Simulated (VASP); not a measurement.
# PC4 (C2/m) in VASP: notebook

Runs on PC4. Level: PBE. Tasks: single point, relaxation of cell and atoms.

All numbers are computed with VASP 6.6.1; they aren't measurements. Logs are shortened: lines on timing, memory, paths and dates and some standing lists are left out, and cuts for length are marked.

**1. The cell of the first run**

Symmetry: C2/m, No. 12, monoclinic system. Conventional cell: a = 4.389 Å, b = 3.103 Å, c = 9.881 Å, α = 90.00°, β = 95.08°, γ = 90.00°. Within 3.2 Å of P (site symmetry 2/m) lie 6 C at 2.33 to 2.43 Å and 6 P at 2.69 to 3.10 Å. Within 3.2 Å of C (site symmetry m) lie 3 P at 2.33 to 2.43 Å and 9 C at 2.68 to 3.10 Å. Within 3.6 Å of C (site symmetry m) lie 14 C at 2.60 to 3.52 Å.

The cell was built from a structure type or drawn by symmetry, and may not be a known phase.

**2. Single point, PBE**

INCAR

```
  PREC = Accurate
  ENCUT = 520
  EDIFF = 1E-6
  ISMEAR = 0
  SIGMA = 0.1
  LREAL = False
  LASPH = True
  NELM = 60
  ALGO = Normal
  ISIF = 2
  LWAVE = False
  LCHARG = False
  GGA = PE
  NBANDS = 18
```

KPOINTS

```
regular mesh
0
Gamma
  6 6 2
```

POSCAR

```
PC4
1.0
    2.1944152700     -1.5512918500      0.0000000000
    2.1944152700      1.5512918500      0.0000000000
   -0.8753270500      0.0000000000      9.8421142700
P C
1 4
Direct
    0.0000000000      0.0000000000      0.0000000000
    0.6130560000      0.6130560000      0.8219469800
    0.1987099900      0.1987099900      0.6059489800
    0.8012900100      0.8012900100      0.3940510200
    0.3869440000      0.3869440000      0.1780530200
```

Potentials or basis: VASP PAW PBE potentials, release 64 (P, C).

On the command line:

```console
$ cat potpaw_PBE.64/P/POTCAR potpaw_PBE.64/C/POTCAR > POTCAR
$ mpirun -np 1 vasp_std > vasp.out
```

OUTCAR:

```text
PREC = Accurate
   ENCUT = 520
   EDIFF = 1E-6
   ISMEAR = 0
   LREAL = False
   LASPH = True
   NELM = 60
   ISIF = 2
   GGA = PE

 ion  position               nearest neighbor table
   1  0.000  0.000  0.000-   2 2.33   5 2.33   2 2.43   2 2.43   5 2.43   5 2.43
   2  0.613  0.613  0.822-   1 2.33   1 2.43   1 2.43
   3  0.199  0.199  0.606-
   4  0.801  0.801  0.394-
   5  0.387  0.387  0.178-   1 2.33   1 2.43   1 2.43

  LATTYP: Found a base centered monoclinic cell.
 ALAT       =     4.3888305400
 B/A-ratio  =     0.7069272034
 C/A-ratio  =     2.2513883700
 COS(beta)  =    -0.0885872293

  Lattice vectors:

 A1 = (   2.1944152700,  -1.5512918500,   0.0000000000)
 A2 = (   2.1944152700,   1.5512918500,   0.0000000000)
 A3 = (  -0.8753270500,   0.0000000000,   9.8421142700)

Analysis of symmetry for initial positions (statically):
=====================================================================
 Subroutine PRICEL returns:
 Original cell was already a primitive cell.

 Routine SETGRP: Setting up the symmetry group for a
 base centered monoclinic supercell.

 Subroutine GETGRP returns: Found  4 space group operations
 (whereof  4 operations were pure point group operations)
 out of a pool of  4 trial point group operations.

The static configuration has the point symmetry C_2h.

Analysis of symmetry for dynamics (positions and initial velocities):
=====================================================================
 Subroutine PRICEL returns:
 Original cell was already a primitive cell.

 Routine SETGRP: Setting up the symmetry group for a
 base centered monoclinic supercell.

 Subroutine GETGRP returns: Found  4 space group operations
 (whereof  4 operations were pure point group operations)
 out of a pool of  4 trial point group operations.

The dynamic configuration has the point symmetry C_2h.

 Subroutine INISYM returns: Found  4 space group operations
 (whereof  4 operations are pure point group operations),
 and found     1 'primitive' translations

----------------------------------------------------------------------------------------

                                     Primitive cell

  volume of cell :      67.0086

  direct lattice vectors                    reciprocal lattice vectors
     2.194415270 -1.551291850  0.000000000     0.227851130 -0.322312014  0.020264371
     2.194415270  1.551291850  0.000000000     0.227851130  0.322312014  0.020264371
    -0.875327050  0.000000000  9.842114270     0.000000000  0.000000000  0.101604185

  length of vectors
     2.687371352  2.687371352  9.880962036     0.395236406  0.395236406  0.101604185

  position of ions in fractional coordinates (direct lattice)
     0.000000000  0.000000000  0.000000000
     0.613056000  0.613056000  0.821946980
     0.198709990  0.198709990  0.605948980
     0.801290010  0.801290010  0.394051020
     0.386944000  0.386944000  0.178053020

  ion indices of the primitive-cell ions
   primitive index   ion index
                 1           1
                 2           2
                 3           3
                 4           4
                 5           5

----------------------------------------------------------------------------------------

 KPOINTS: regular mesh

Automatic generation of k-mesh.
 Grid dimensions read from file:
 generate k-points for:    6    6    2

 Generating k-lattice:

  Cartesian coordinates                     Fractional coordinates (reciprocal lattice)
     0.037975188 -0.053718669  0.003377395     0.166666667  0.000000000  0.000000000
     0.037975188  0.053718669  0.003377395     0.000000000  0.166666667  0.000000000
     0.000000000  0.000000000  0.050802093     0.000000000  0.000000000  0.500000000

  Length of vectors
     0.065872734  0.065872734  0.050802093

  Shift w.r.t. Gamma in fractional coordinates (k-lattice)
     0.000000000  0.000000000  0.000000000

 Subroutine IBZKPT returns following result:
 ===========================================

 Found     26 irreducible k-points:

 Following reciprocal coordinates:
            Coordinates               Weight
  0.000000  0.000000  0.000000      1.000000
  0.166667  0.000000  0.000000      4.000000
  0.333333  0.000000 -0.000000      4.000000
  0.500000  0.000000  0.000000      2.000000
  0.166667  0.166667  0.000000      2.000000
  0.333333  0.166667  0.000000      4.000000
[... 16 lines left out ...]
  0.333333  0.333333  0.500000      2.000000
  0.500000  0.333333  0.500000      4.000000
 [... further k-points ...]
   k-points           NKPTS =     26   k-points in BZ     NKDIM =     26   number of bands    NBANDS=     18
   number of dos      NEDOS =    301   number of ions     NIONS =      5
   total plane-waves  NPLWV =  32000
   dimension x,y,z NGX =    20 NGY =   20 NGZ =   80
   dimension x,y,z NGXF=    40 NGYF=   40 NGZF=  160
   ions per type =               1   4
   NGX,Y,Z   is equivalent  to a cutoff of  12.37, 12.37, 13.46 a.u.
   NGXF,Y,Z  is equivalent  to a cutoff of  24.74, 24.74, 26.92 a.u.
 SYSTEM =  unknown system
   PREC   = accura    normal or accurate (medium, high low for compatibility)
   ISTART =      0    job   : 0-new  1-cont  2-samecut
   ICHARG =      2    charge: 1-file 2-atom 10-const
   ISPIN  =      1    spin polarized calculation?
   LNONCOLLINEAR =      F non collinear calculations
   LSORBIT =      F    spin-orbit coupling
   LASPH  =      T    aspherical Exc in radial PAW
   ENCUT  =  520.0 eV  38.22 Ry    6.18 a.u.   5.00  5.00 18.37*2*pi/ulx,y,z
   NELM   =     60;   NELMIN=  2; NELMDL= -5     # of ELM steps
   EDIFF  = 0.1E-05   stopping-criterion for ELM
   LREAL  =      F    real-space projection
   EDIFFG = 0.1E-04   stopping-criterion for IOM
   NSW    =      0    number of steps for IOM
   IBRION =     -1    ionic relax: 0-MD 1-quasi-New 2-CG
   NFREE  =      0    steps in history (QN), initial steepest desc. (CG)
   ISIF   =      2    stress and relaxation
   ISYM   =      2    0-nonsym 1-usesym 2-fastsym
   POTIM  = 0.5000    time-step for ionic-motion
   TEBEG  =    0.0;   TEEND  =   0.0 temperature during run
   PSTRESS=    0.0 pullay stress
   NELECT =      21.0000    total number of electrons
   NUPDOWN=      -1.0000    fix difference up-down
   EMIN   =  10.00;   EMAX   =-10.00  energy-range for DOS
   EFERMI =   0.00;   METHOD = LEGACY
   ISMEAR =     0;   SIGMA  =   0.10  broadening in eV -4-tet -1-fermi 0-gaus
   EFERMI_NEDOS =   21; number of points for ismear=-14 and -15
   IALGO  =     38    algorithm
   IMIX   =      4    mixing-type and parameters
     AMIX     =   0.40;   BMIX     =  1.00
     AMIX_MAG =   1.60;   BMIX_MAG =  1.00
  volume/ion in A,a.u.               =      13.40        90.44
  Fermi-wavevector in a.u.,A,eV,Ry     =   1.111999  2.101373 16.824169  1.236542
  Thomas-Fermi vector in A             =   2.248568
   LORBIT       =      0    0 simple, 1 ext, 2 COOP (PROOUT), +10 PAW based schemes
   GGA     = PE    functional components
   LHFCALC =     F    Hartree Fock is set to
   AEXX    =    0.0000 exact exchange contribution
   IVDW    =     0    specifies the selected vdW correction
   LEPSILON=     F    determine dielectric tensor
   LRPA    =     F    only Hartree local field effects (RPA)
 non-spin polarized calculation
 Gauss-broadening in eV      SIGMA  =   0.10
  energy-cutoff  :      520.00
  volume of cell :       67.01
 maximum number of plane-waves:      1821
   NGX =  9   NGY =  9   NGZ = 37

 number of electron      20.9999999 magnetization

 Free energy of the ion-electron system (eV)
  ---------------------------------------------------
  ext. energy  EPLUGINS =         0.00000000
  ---------------------------------------------------
  free energy    TOTEN  =       -20.81939453 eV

  energy without entropy =      -20.80055609  energy(sigma->0) =      -20.80997531

 E-fermi :   3.2495     XC(G=0): -10.2445

 val. band max:        3.2409838338   @ k =   0.1667   0.1667   0.0000
 cond. band min:       3.2542126584   @ k =   0.1667   0.1667   0.5000
 fundamental gap:      0.0132288246
 Fermi energy:         3.2495226620

 k-point     1 :       0.0000    0.0000    0.0000
  band No.  band energies     occupation
      1     -12.1483      2.00000
      2      -8.9477      2.00000
      3      -8.4476      2.00000
      4      -5.8211      2.00000
      5      -4.7742      2.00000
      6       0.4365      2.00000
[... 10 lines left out ...]
     17       7.0483      0.00000
     18       8.2156      0.00000

 k-point     2 :       0.1667    0.0000    0.0000
  band No.  band energies     occupation
      1     -11.5793      2.00000
      2      -8.4738      2.00000
      3      -7.9611      2.00000
      4      -5.4634      2.00000
      5      -4.3576      2.00000
      6       0.5658      2.00000
[... 10 lines left out ...]
     17       6.8622      0.00000
     18       7.3194      0.00000

 k-point     3 :       0.3333    0.0000   -0.0000
  band No.  band energies     occupation
      1      -9.9172      2.00000
      2      -7.2017      2.00000
      3      -6.5846      2.00000
      4      -4.8151      2.00000
      5      -3.6774      2.00000
      6      -1.5919      2.00000
[... 10 lines left out ...]
     17       6.5420      0.00000
     18       6.6493      0.00000

 k-point     4 :       0.5000    0.0000    0.0000
  band No.  band energies     occupation
      1      -7.7689      2.00000
      2      -7.0237      2.00000
      3      -5.5052      2.00000
      4      -4.6212      2.00000
      5      -4.5557      2.00000
      6      -2.6987      2.00000
[... 375 lines left out ...]
      4      -5.7135      2.00000
      5      -3.2785      2.00000
      6       0.1264      2.00000
[... 10 lines left out ...]
     17       6.5719      0.00000
     18       6.9619      0.00000

 k-point    23 :       0.3333    0.3333    0.5000
  band No.  band energies     occupation
      1      -9.1323      2.00000
      2      -6.6445      2.00000
      3      -5.5826      2.00000
      4      -4.4034      2.00000
      5      -2.5118      2.00000
      6      -0.2107      2.00000
[... 10 lines left out ...]
     17       5.6215      0.00000
     18       6.6058      0.00000

 k-point    24 :       0.5000    0.3333    0.5000
  band No.  band energies     occupation
      1      -7.2108      2.00000
      2      -5.3519      2.00000
      3      -4.5629      2.00000
      4      -3.8248      2.00000
      5      -3.4896      2.00000
      6      -1.4179      2.00000
[... 10 lines left out ...]
     17       5.5622      0.00000
     18       6.1851      0.00000

 [... further k-points ...]

------------------------ aborting loop because EDIFF is reached ----------------------------------------

  FORCE on cell =-STRESS in cart. coord.  units (eV):
  Direction    XX          YY          ZZ          XY          YZ          ZX
  --------------------------------------------------------------------------------------
  -------------------------------------------------------------------------------------
  Total       -8.6657645     -7.0206445    -14.8325195      0.0000000      0.0000000     -0.6998733
  in kB     -207.1985638   -167.8637192   -354.6457698      0.0000000      0.0000000    -16.7339824
  external PRESSURE =    -243.2360176 kB  Pullay stress =       0.0000000 kB

 VOLUME and BASIS-vectors are now :
 -----------------------------------------------------------------------------
  energy-cutoff  :      520.00
  volume of cell :       67.01
      direct lattice vectors                 reciprocal lattice vectors
     2.194415270 -1.551291850  0.000000000     0.227851130 -0.322312014  0.020264371
     2.194415270  1.551291850  0.000000000     0.227851130  0.322312014  0.020264371
    -0.875327050  0.000000000  9.842114270     0.000000000  0.000000000  0.101604185

 POSITION                                       TOTAL-FORCE (eV/Angst)
 -----------------------------------------------------------------------------------
      0.00000      0.00000      0.00000         0.000000      0.000000      0.000000
      1.97113      0.00000      8.08970         0.140049      0.000000      1.162370
      0.34170      0.00000      5.96382        -0.120061      0.000000     -0.804384
      3.17180      0.00000      3.87830         0.120061      0.000000      0.804384
      1.54238      0.00000      1.75242        -0.140049      0.000000     -1.162370
 -----------------------------------------------------------------------------------
    total drift:                                0.000000     -0.000000      0.000000

  FREE ENERGIE OF THE ION-ELECTRON SYSTEM (eV)
  ---------------------------------------------------
  free  energy   TOTEN  =       -20.8193945343 eV

  energy  without entropy=      -20.8005560947  energy(sigma->0) =      -20.80997531
```

Wall time 24 s (1 thread of Intel Xeon Platinum 8488C (Sapphire Rapids), shared host); peak memory 0.17 GiB.

What came out:

- Free energy: -20.8194 eV
- Pressure: -24.3 GPa
- Largest force: 1.171 eV/Å
- Band gap on the k mesh: zero (an odd number of electrons rules out a gap without spin polarisation)

Forces in eV/Å, atoms in the order of the input:
```
P    0.000  0.000  0.000
C    0.140  0.000  1.162
C   -0.120  0.000 -0.804
C    0.120  0.000  0.804
C   -0.140  0.000 -1.162
```

Caveat: the k points lie up to 0.41 Å⁻¹ apart, too coarse for converged energies and pressures of a metal; forces of over 1 eV/Å act on the atoms, so gaps and moduli don't describe the material at rest.

(Continued in part 2 of 2.)
